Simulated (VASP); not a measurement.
# PbS (P-6m2) in VASP: notebook

Aim: see how the results for PbS move with the level of theory and the settings. Levels: PBEsol, PBE, LDA. Tasks: single point.

Program: VASP 6.6.1. These are calculated values, not measurements. Logs are shortened: lines on timing, memory, paths and dates and some standing lists are left out, and cuts for length are marked.

**1. The cell of the first run**

It takes space group P-6m2 (No. 187, hexagonal). Conventional cell: a = 4.090 Å, b = 4.090 Å, c = 3.788 Å, α = 90.00°, β = 90.00°, γ = 120.00°. Within 4.0 Å of Pb (site symmetry -6m2) lie 6 S at 3.03 Å and 2 Pb at 3.79 Å. Within 4.0 Å of S (site symmetry -6m2) lie 6 Pb at 3.03 Å and 2 S at 3.79 Å.

**2. Single point, PBEsol, non-collinear spin, zero start, spin-orbit coupling**

Input file INCAR:

```
  PREC = Accurate
  ENCUT = 520
  EDIFF = 1E-6
  ISMEAR = -1
  SIGMA = 0.05
  LREAL = F
  LASPH = T
  NELM = 150
  ALGO = Normal
  ISIF = 2
  LWAVE = F
  LCHARG = F
  LNONCOLLINEAR = T
  MAGMOM = 0 0 0 0 0 0
  LORBIT = 11
  LSORBIT = T
  GGA_COMPAT = F
  LORBMOM = T
  GGA = PS
  NBANDS = 32
```

Input file KPOINTS:

```
Automatic mesh
0
Gamma
  6 6 5
```

Input file POSCAR:

```
PbS
1.0
    4.0896976867      0.0000000000      0.0000000000
   -2.0448488433      3.5417820905      0.0000000000
    0.0000000000      0.0000000000      3.7881670000
Pb S
1 1
Direct
    0.0000000000      0.0000000000      0.0000000000
    0.6666666667      0.3333333333      0.5000000000
```

Potentials or basis: VASP PAW PBE potentials, release 64 (Pb_d, S).

Launch:

```sh
$ cat potpaw_PBE.64/Pb_d/POTCAR potpaw_PBE.64/S/POTCAR > POTCAR
$ mpirun -np 1 vasp_ncl > vasp.out
```

OUTCAR:

```text
PREC = Accurate
   ENCUT = 520
   EDIFF = 1E-6
   ISMEAR = -1
   LREAL = F
   LASPH = T
   NELM = 150
   ISIF = 2
   LNONCOLLINEAR = T
   LORBIT = 11
   LSORBIT = T
   GGA = PS

 ion  position               nearest neighbor table
   1  0.000  0.000  0.000-   2 3.03   2 3.03   2 3.03   2 3.03   2 3.03   2 3.03
   2  0.667  0.333  0.500-   1 3.03   1 3.03   1 3.03   1 3.03   1 3.03   1 3.03

  LATTYP: Found a hexagonal cell.
 ALAT       =     4.0896976867
 C/A-ratio  =     0.9262706660

  Lattice vectors:

 A1 = (   4.0896976867,   0.0000000000,   0.0000000000)
 A2 = (  -2.0448488433,   3.5417820905,   0.0000000000)
 A3 = (   0.0000000000,   0.0000000000,   3.7881670000)

Analysis of symmetry for initial positions (statically):
=====================================================================
 Subroutine PRICEL returns:
 Original cell was already a primitive cell.

 Routine SETGRP: Setting up the symmetry group for a
 hexagonal supercell.

 Subroutine GETGRP returns: Found 12 space group operations
 (whereof 12 operations were pure point group operations)
 out of a pool of 24 trial point group operations.

The static configuration has the point symmetry D_3h.

Analysis of symmetry for dynamics (positions and initial velocities):
=====================================================================
 Subroutine PRICEL returns:
 Original cell was already a primitive cell.

 Routine SETGRP: Setting up the symmetry group for a
 hexagonal supercell.

 Subroutine GETGRP returns: Found 12 space group operations
 (whereof 12 operations were pure point group operations)
 out of a pool of 24 trial point group operations.

The dynamic configuration has the point symmetry D_3h.

Analysis of structural, dynamic, and magnetic symmetry:
=====================================================================
 Subroutine PRICEL returns:
 Original cell was already a primitive cell.

 Routine SETGRP: Setting up the symmetry group for a
 hexagonal supercell.

 Subroutine GETGRP returns: Found 12 space group operations
 (whereof 12 operations were pure point group operations)
 out of a pool of 24 trial point group operations.

The overall configuration has the point symmetry D_3h.

 Subroutine INISYM returns: Found 12 space group operations
 (whereof 12 operations are pure point group operations),
 and found     1 'primitive' translations

----------------------------------------------------------------------------------------

                                     Primitive cell

  volume of cell :      54.8709

  direct lattice vectors                    reciprocal lattice vectors
     4.089697687  0.000000000  0.000000000     0.244516851  0.141171870  0.000000000
    -2.044848843  3.541782090  0.000000000     0.000000000  0.282343740  0.000000000
     0.000000000  0.000000000  3.788167000     0.000000000  0.000000000  0.263979914

  length of vectors
     4.089697687  4.089697687  3.788167000     0.282343740  0.282343740  0.263979914

  position of ions in fractional coordinates (direct lattice)
     0.000000000  0.000000000  0.000000000
     0.666666667  0.333333333  0.500000000

  ion indices of the primitive-cell ions
   primitive index   ion index
                 1           1
                 2           2

----------------------------------------------------------------------------------------

 KPOINTS: Automatic mesh

Automatic generation of k-mesh.
 Grid dimensions read from file:
 generate k-points for:    6    6    5

 Generating k-lattice:

  Cartesian coordinates                     Fractional coordinates (reciprocal lattice)
     0.040752809  0.023528645  0.000000000     0.166666667  0.000000000  0.000000000
     0.000000000  0.047057290  0.000000000     0.000000000  0.166666667  0.000000000
     0.000000000  0.000000000  0.052795983     0.000000000  0.000000000  0.200000000

  Length of vectors
     0.047057290  0.047057290  0.052795983

  Shift w.r.t. Gamma in fractional coordinates (k-lattice)
     0.000000000  0.000000000  0.000000000

 Subroutine IBZKPT returns following result:
 ===========================================

 Found     30 irreducible k-points:

 Following reciprocal coordinates:
            Coordinates               Weight
  0.000000  0.000000  0.000000      1.000000
  0.166667  0.000000  0.000000      3.000000
 -0.166667 -0.000000  0.000000      3.000000
  0.333333 -0.000000  0.000000      3.000000
 -0.333333  0.000000  0.000000      3.000000
  0.500000  0.000000  0.000000      3.000000
[... 16 lines left out ...]
 -0.166667 -0.000000 -0.400000      6.000000
[... 17 lines left out ...]
   LASPH  =      T    aspherical Exc in radial PAW
   ENCUT  =  520.0 eV  38.22 Ry    6.18 a.u.   7.60  7.60  7.04*2*pi/ulx,y,z
   NELM   =    150;   NELMIN=  2; NELMDL= -5     # of ELM steps
   EDIFF  = 0.1E-05   stopping-criterion for ELM
   LREAL  =      F    real-space projection
   EDIFFG = 0.1E-04   stopping-criterion for IOM
   NSW    =      0    number of steps for IOM
   IBRION =     -1    ionic relax: 0-MD 1-quasi-New 2-CG
   NFREE  =      0    steps in history (QN), initial steepest desc. (CG)
   ISIF   =      2    stress and relaxation
   ISYM   =      2    0-nonsym 1-usesym 2-fastsym
   POTIM  = 0.5000    time-step for ionic-motion
   TEBEG  =    0.0;   TEEND  =   0.0 temperature during run
   PSTRESS=    0.0 pullay stress
   NELECT =      20.0000    total number of electrons
   NUPDOWN=      -1.0000    fix difference up-down
   EMIN   =  10.00;   EMAX   =-10.00  energy-range for DOS
   EFERMI =   0.00;   METHOD = LEGACY
   ISMEAR =    -1;   SIGMA  =   0.05  broadening in eV -4-tet -1-fermi 0-gaus
   EFERMI_NEDOS =   21; number of points for ismear=-14 and -15
   IALGO  =     38    algorithm
   IMIX   =      4    mixing-type and parameters
     AMIX     =   0.40;   BMIX     =  1.00
     AMIX_MAG =   1.60;   BMIX_MAG =  1.00
  volume/ion in A,a.u.               =      27.44       185.14
  Fermi-wavevector in a.u.,A,eV,Ry     =   1.169421  2.209885 18.606576  1.367545
  Thomas-Fermi vector in A             =   2.305894
   LORBIT       =     11    0 simple, 1 ext, 2 COOP (PROOUT), +10 PAW based schemes
   GGA     = PS    functional components
   LHFCALC =     F    Hartree Fock is set to
   AEXX    =    0.0000 exact exchange contribution
   IVDW    =     0    specifies the selected vdW correction
   LEPSILON=     F    determine dielectric tensor
   LRPA    =     F    only Hartree local field effects (RPA)
  energy-cutoff  :      520.00
  volume of cell :       54.87
 maximum number of plane-waves:      2980
   NGX = 15   NGY = 15   NGZ = 15

 number of electron      20.0000000 magnetization       0.0000000      0.0000000      0.0000000

 number of electron      19.9999998 magnetization       0.0000000     -0.0000000      0.0000000

 Free energy of the ion-electron system (eV)
  ---------------------------------------------------
  ext. energy  EPLUGINS =         0.00000000
  ---------------------------------------------------
  free energy    TOTEN  =        -9.58392173 eV

  energy without entropy =       -9.58368082  energy(sigma->0) =       -9.58380127

 E-fermi :   4.9337     XC(G=0):  -9.6379

 val. band max:        4.7423273723   @ k =   0.3333   0.3333   0.4000
 cond. band min:       5.1034426613   @ k =   0.3333   0.3333   0.0000
 fundamental gap:      0.3611152889
 Fermi energy:         4.9336621694

 k-point     1 :       0.0000    0.0000    0.0000
  band No.  band energies     occupation
      1     -13.1745      1.00000
      2     -13.1745      1.00000
      3     -13.1474      1.00000
      4     -13.1474      1.00000
      5     -10.6451      1.00000
      6     -10.6451      1.00000
[... 829 lines left out ...]
     31      15.2787      0.00000
     32      15.2883      0.00000

 [... further k-points ...]
[... 5 lines left out ...]
  --------------------------------------------------------------------------------------
  -------------------------------------------------------------------------------------
  Total       -1.0867182     -1.0867182     -1.0632771     -0.0000000      0.0000000      0.0000000
  in kB      -31.7311182    -31.7311182    -31.0466610     -0.0000000      0.0000000      0.0000000
  external PRESSURE =     -31.5029658 kB  Pullay stress =       0.0000000 kB

 VOLUME and BASIS-vectors are now :
 -----------------------------------------------------------------------------
  energy-cutoff  :      520.00
  volume of cell :       54.87
      direct lattice vectors                 reciprocal lattice vectors
     4.089697687  0.000000000  0.000000000     0.244516851  0.141171870  0.000000000
    -2.044848843  3.541782090  0.000000000     0.000000000  0.282343740  0.000000000
     0.000000000  0.000000000  3.788167000     0.000000000  0.000000000  0.263979914

 POSITION                                       TOTAL-FORCE (eV/Angst)
 -----------------------------------------------------------------------------------
      0.00000      0.00000      0.00000         0.000000      0.000000      0.000000
      2.04485      1.18059      1.89408        -0.000000     -0.000000      0.000000
 -----------------------------------------------------------------------------------
    total drift:                               -0.000000      0.000000      0.000000

  FREE ENERGIE OF THE ION-ELECTRON SYSTEM (eV)
  ---------------------------------------------------
  free  energy   TOTEN  =        -9.5839217319 eV

  energy  without entropy=       -9.5836808168  energy(sigma->0) =       -9.58380127

 orbital moment (x)

 # of ion     p       d       tot
 ----------------------------------------
  1        -0.000   0.000  -0.000
  2         0.000   0.000   0.000
 ----------------------------------------
            0.000   0.000   0.000

 orbital moment (y)

 # of ion     p       d       tot
 ----------------------------------------
  1         0.000   0.000   0.000
  2        -0.000   0.000  -0.000
 ----------------------------------------
           -0.000   0.000  -0.000

 orbital moment (z)

 # of ion     p       d       tot
 ----------------------------------------
  1        -0.000   0.000  -0.000
  2         0.000   0.000   0.000
 ----------------------------------------
           -0.000   0.000  -0.000

 Spin-Orbit-Coupling matrix elements

 Ion:    1  E_soc:     -0.8153991
 l=   1
     0.0000000    -0.0683021    -0.0701473
    -0.0683021     0.0000000    -0.0683021
    -0.0701473    -0.0683021     0.0000000
 l=   2
     0.0000000    -0.0133419     0.0000000    -0.0133419    -0.0538931
    -0.0133419     0.0000000    -0.0402053    -0.0132767    -0.0133419
     0.0000000    -0.0402053     0.0000000    -0.0402053     0.0000000
    -0.0133419    -0.0132767    -0.0402053     0.0000000    -0.0133419
    -0.0538931    -0.0133419     0.0000000    -0.0133419     0.0000000
 l=   3
     0.0000000     0.0000000     0.0000000     0.0000000     0.0000000     0.0000000     0.0000000
     0.0000000     0.0000000     0.0000000     0.0000000     0.0000000     0.0000000     0.0000000
     0.0000000     0.0000000     0.0000000     0.0000000     0.0000000     0.0000000     0.0000000
     0.0000000     0.0000000     0.0000000     0.0000000     0.0000000     0.0000000     0.0000000
     0.0000000     0.0000000     0.0000000     0.0000000     0.0000000     0.0000000     0.0000000
     0.0000000     0.0000000     0.0000000     0.0000000     0.0000000     0.0000000     0.0000000
     0.0000000     0.0000000     0.0000000     0.0000000     0.0000000     0.0000000     0.0000000

 Ion:    2  E_soc:     -0.0049729
 l=   1
     0.0000000    -0.0007876    -0.0009112
    -0.0007876     0.0000000    -0.0007876
    -0.0009112    -0.0007876     0.0000000
 l=   2
     0.0000000     0.0000000     0.0000000     0.0000000     0.0000000
     0.0000000     0.0000000     0.0000000     0.0000000     0.0000000
     0.0000000     0.0000000     0.0000000     0.0000000     0.0000000
     0.0000000     0.0000000     0.0000000     0.0000000     0.0000000
     0.0000000     0.0000000     0.0000000     0.0000000     0.0000000
 l=   3
     0.0000000     0.0000000     0.0000000     0.0000000     0.0000000     0.0000000     0.0000000
     0.0000000     0.0000000     0.0000000     0.0000000     0.0000000     0.0000000     0.0000000
     0.0000000     0.0000000     0.0000000     0.0000000     0.0000000     0.0000000     0.0000000
     0.0000000     0.0000000     0.0000000     0.0000000     0.0000000     0.0000000     0.0000000
     0.0000000     0.0000000     0.0000000     0.0000000     0.0000000     0.0000000     0.0000000
     0.0000000     0.0000000     0.0000000     0.0000000     0.0000000     0.0000000     0.0000000
     0.0000000     0.0000000     0.0000000     0.0000000     0.0000000     0.0000000     0.0000000

 total charge

# of ion       s       p       d       tot
------------------------------------------
    1        1.462   0.520   9.836  11.819
    2        1.356   2.274   0.000   3.630
--------------------------------------------------
tot          2.818   2.795   9.836  15.449

 magnetization (x)

# of ion       s       p       d       tot
------------------------------------------
    1       -0.000  -0.000  -0.000  -0.000
    2       -0.000   0.000   0.000  -0.000
--------------------------------------------------
tot         -0.000  -0.000  -0.000  -0.000

 magnetization (y)

# of ion       s       p       d       tot
------------------------------------------
    1       -0.000   0.000  -0.000   0.000
    2        0.000   0.000   0.000   0.000
--------------------------------------------------
tot         -0.000   0.000  -0.000   0.000

 magnetization (z)

# of ion       s       p       d       tot
------------------------------------------
    1       -0.000  -0.000   0.000  -0.000
    2       -0.000   0.000   0.000   0.000
--------------------------------------------------
tot         -0.000  -0.000   0.000  -0.000
```

Run time: 49 s. Hardware: 1 thread of Intel Xeon Platinum 8559C (Emerald Rapids), shared host; peak memory 0.31 GiB.

Results:

```
Free energy                                           : -9.5839 eV
Pressure                                              : -3.2 GPa
Net moment                                            : 0.00 μB per cell
Valence electrons inside the program's atomic spheres : Pb 11.82; S 3.63
```

Moments on the atoms (μB; x, y, z):
```
Pb  0.00 0.00 0.00
S   0.00 0.00 0.00
```

Caveat: the PAW data sets were made with another functional, which shifts forces and pressure a little.

**3. Single point, PBE**

Input file INCAR:

```
SYSTEM = PbS
PREC     = Accurate       ! precision mode
ENCUT    = 520            ! plane-wave cutoff, eV
EDIFF    = 1E-7           ! SCF threshold, eV
ISMEAR   = 0              ! smearing method
SIGMA    = 0.011          ! smearing width, eV
LREAL    = .FALSE.        ! projectors in reciprocal space
LASPH    = .TRUE.         ! aspherical terms in the spheres
NELM     = 60             ! most SCF steps
ALGO     = Normal         ! electronic algorithm
ISIF     = 2              ! what is computed and relaxed
LWAVE    = .FALSE.        ! write WAVECAR
LCHARG   = .FALSE.        ! write CHGCAR
GGA      = PE             ! functional
NBANDS   = 17             ! bands
```

Input file KPOINTS:

```
regular mesh
0
G
  8 8 7
  0 0 0
```

POSCAR is that of step 2.

Potentials or basis: VASP PAW PBE potentials, release 64 (Pb_d, S).

Launch:

```sh
$ cat potpaw_PBE.64/Pb_d/POTCAR potpaw_PBE.64/S/POTCAR > POTCAR
$ mpirun -np 1 vasp_std > vasp.out
```

OUTCAR:

```text
SYSTEM = PbS
   PREC = Accurate
   ENCUT = 520
   EDIFF = 1E-7
   ISMEAR = 0
   LREAL = .FALSE.
   LASPH = .TRUE.
   NELM = 60
   ISIF = 2
   GGA = PE

 ion  position               nearest neighbor table
   1  0.000  0.000  0.000-   2 3.03   2 3.03   2 3.03   2 3.03   2 3.03   2 3.03
   2  0.667  0.333  0.500-   1 3.03   1 3.03   1 3.03   1 3.03   1 3.03   1 3.03

  LATTYP: Found a hexagonal cell.
 ALAT       =     4.0896976867
 C/A-ratio  =     0.9262706660

  Lattice vectors:

 A1 = (   4.0896976867,   0.0000000000,   0.0000000000)
 A2 = (  -2.0448488433,   3.5417820905,   0.0000000000)
[... 649 lines left out ...]
      5     -11.6045      2.00000
      6      -6.6674      2.00000
[... 9 lines left out ...]
     16      15.5909      0.00000
     17      17.2415      0.00000

 [... further k-points ...]
[... 5 lines left out ...]
  --------------------------------------------------------------------------------------
  -------------------------------------------------------------------------------------
  Total        0.0042525      0.0042525     -0.0064162      0.0000000     -0.0000000      0.0000000
  in kB        0.1241685      0.1241685     -0.1873462      0.0000000     -0.0000000      0.0000000
  external PRESSURE =       0.0203303 kB  Pullay stress =       0.0000000 kB

 VOLUME and BASIS-vectors are now :
 -----------------------------------------------------------------------------
  energy-cutoff  :      520.00
  volume of cell :       54.87
      direct lattice vectors                 reciprocal lattice vectors
     4.089697687  0.000000000  0.000000000     0.244516851  0.141171870  0.000000000
    -2.044848843  3.541782090  0.000000000     0.000000000  0.282343740  0.000000000
     0.000000000  0.000000000  3.788167000     0.000000000  0.000000000  0.263979914

 POSITION                                       TOTAL-FORCE (eV/Angst)
 -----------------------------------------------------------------------------------
      0.00000      0.00000      0.00000        -0.000000      0.000000      0.000000
      2.04485      1.18059      1.89408         0.000000      0.000000      0.000000
 -----------------------------------------------------------------------------------
    total drift:                               -0.000000      0.000000      0.000000

  FREE ENERGIE OF THE ION-ELECTRON SYSTEM (eV)
  ---------------------------------------------------
  free  energy   TOTEN  =        -8.5228308446 eV

  energy  without entropy=       -8.5228308446  energy(sigma->0) =       -8.52283084
```

stdout:

```text
POSCAR found type information on POSCAR PbS
 POSCAR found :  2 types and       2 ions
 scaLAPACK will be used
 LDA part: xc-table for (Slater+PW92), standard interpolation
 POSCAR, INCAR and KPOINTS ok, starting setup
 FFT: planning ... GRIDC
 FFT: planning ... GRID_SOFT
 FFT: planning ... GRID
 WAVECAR not read
 entering main loop
```

Run time: 64 s. Hardware: 1 thread of AMD EPYC 7R13, shared host; peak memory 0.15 GiB.

What came out:

```yaml
Free_energy: -8.5228 eV
Pressure: 0.0 GPa
Band_gap_on_the_k_mesh: 0.21 eV, indirect (least direct gap 1.65 eV)
```

Levels at points of the mesh, in eV from the valence-band top:
| k point | band 7 | band 8 | band 9 | band 10 | band 11 | band 12 | band 13 | band 14 |
| --- | --- | --- | --- | --- | --- | --- | --- | --- |
| (0.00, 0.00, 0.00) | -6.37 | -2.06 | -1.58 | -1.58 | 3.55 | 3.55 | 5.36 | 6.59 |
| (0.50, 0.00, 0.00) | -8.37 | -2.59 | -1.70 | -1.08 | 2.01 | 4.03 | 5.35 | 5.50 |

Caveat: spin-orbit coupling is left out, which moves the levels of the heavy elements.

(Continued in part 2 of 2.)
